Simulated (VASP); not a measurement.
A run of VASP 6.6.1 is set up as follows.

The input INCAR:

```
SYSTEM = AlAs
PREC     = Accurate       ! precision mode
ENCUT    = 500            ! plane-wave cutoff, eV
EDIFF    = 1E-6           ! SCF threshold, eV
ISMEAR   = 0              ! smearing method
SIGMA    = 0.01           ! smearing width, eV
LREAL    = .False.        ! projectors in reciprocal space
LASPH    = .True.         ! aspherical terms in the spheres
NELM     = 120            ! most SCF steps
ALGO     = Normal         ! electronic algorithm
ISIF     = 2              ! what is computed and relaxed
LWAVE    = .False.        ! write WAVECAR
LCHARG   = .False.        ! write CHGCAR
GGA      = PE             ! functional
IVDW     = 13             ! dispersion correction
NBANDS   = 11             ! bands
GGA_COMPAT= .False.
```

File KPOINTS:

```
regular mesh
0
Gamma
  7 7 7
  0 0 0
```

POSCAR

```
AlAs
1.0
    0.0000000000      2.8304000000      2.8304000000
    2.8304000000      0.0000000000      2.8304000000
    2.8304000000      2.8304000000      0.0000000000
Al As
1 1
Direct
    0.0000000000      0.0000000000      0.0000000000
    0.2500000000      0.2500000000      0.2500000000
```

Potentials or basis: VASP PAW PBE potentials, release 64 (Al, As).

Run with:

```sh
$ cat potpaw_PBE.64/Al/POTCAR potpaw_PBE.64/As/POTCAR > POTCAR
$ mpirun -np 1 vasp_std > vasp.out
```

(1) What does it give for the band gap on the k mesh?

(2) Predict the pressure.

(3) Predict the dispersion energy per atom.

Results:

(1) 1.54 eV, indirect (least direct gap 2.06 eV).

(2) 0.3 GPa.

(3) -0.337 eV.
